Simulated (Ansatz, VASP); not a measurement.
**La2SiF in VASP and in Ansatz**

```xyz
4
Lattice="3.9431 0.0000 0.0000 -1.9715 3.4148 0.0000 0.0000 0.0000 5.4271" Properties=species:S:1:pos:R:3 pbc="T T T"
La    1.9715    1.1383    1.2826
La    1.9715    1.1383    4.1445
Si    0.0000    0.0000    2.7135
F     0.0000    2.2765    0.0000
```

Change from the starting cell: species swapped into the Co2SbAs type (P-6m2, No. 187).

Alike in both runs: task single point; functional PBE; k mesh 6 × 6 × 4; occupations gaussian, width 0.1 eV; no spin polarisation.

```csv
,VASP,Ansatz
version,VASP 6.6.1,Ansatz 0.2.0
potentials or method,"VASP PAW PBE potentials, release 64 (La, Si, F), cutoff 520 eV","scalar-relativistic, plane waves, PAW"
valence electrons in the cell,33,33
```

Ansatz gave:

- gap on the k mesh at the Fermi level (eV): none
- rms of the force components (eV/Å): 1.044

**Question.** Which values does VASP return?

**Answer.** gap on the k mesh at the Fermi level (eV): none; rms of the force components (eV/Å): 1.042.

Atom by atom the forces differ by 0.002 eV/Å (rms over components). A gap of «none» marks a metal or a gap that the smearing closes. The functional is the same, so the differences come from potentials, cutoffs and numerics.

Neither program's run includes spin-orbit coupling.
